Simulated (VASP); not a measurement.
A run of VASP 6.6.1 is set up as follows.

INCAR

```
SYSTEM = MnS
PREC     = Accurate       ! precision mode
ENCUT    = 520            ! plane-wave cutoff, eV
EDIFF    = 1E-7           ! SCF threshold, eV
ISMEAR   = 1              ! smearing method
SIGMA    = 0.1            ! smearing width, eV
LREAL    = .FALSE.        ! projectors in reciprocal space
LASPH    = .TRUE.         ! aspherical terms in the spheres
NELM     = 150            ! most SCF steps
ALGO     = Normal         ! electronic algorithm
ISIF     = 2              ! what is computed and relaxed
LWAVE    = .FALSE.        ! write WAVECAR
LCHARG   = .FALSE.        ! write CHGCAR
ISPIN    = 2              ! spin polarisation
MAGMOM   = 5.2 0          ! initial moments
LORBIT   = 11             ! projections on sites
LMAXMIX  = 4              ! l up to which the mixer works
LDAU     = .TRUE.         ! DFT+U
LDAUTYPE = 2            
LDAUL    = 2 -1           ! shell
LDAUU    = 3.5 0          ! U, eV
LDAUJ    = 0 0          
LDAUPRINT= 1            
GGA      = PS             ! functional
NBANDS   = 20             ! bands
```

Contents of KPOINTS:

```
Automatic mesh
0
G
  8 8 8
  0 0 0
```

Contents of POSCAR:

```
MnS
1.0
    0.0000000000      2.8368463307      2.8368463307
    2.8368463307      0.0000000000      2.8368463307
    2.8368463307      2.8368463307      0.0000000000
Mn S
1 1
Direct
    0.0000000000      0.0000000000      0.0000000000
    0.2500000000      0.2500000000      0.2500000000
```

Potentials or basis: VASP PAW PBE potentials, release 64 (Mn_pv, S).

Run with:

```bash
$ cat potpaw_PBE.64/Mn_pv/POTCAR potpaw_PBE.64/S/POTCAR > POTCAR
$ mpirun -np 1 vasp_std > vasp.out
```

(1) Predict the net moment.

(2) Predict the pressure.

Results:

(1) 5.00 μB per cell.

(2) -0.5 GPa.

Caveat: the PAW data sets were made with another functional, which shifts forces and pressure a little; a cell with one magnetic atom can't hold antiferromagnetic order, which such compounds often take.
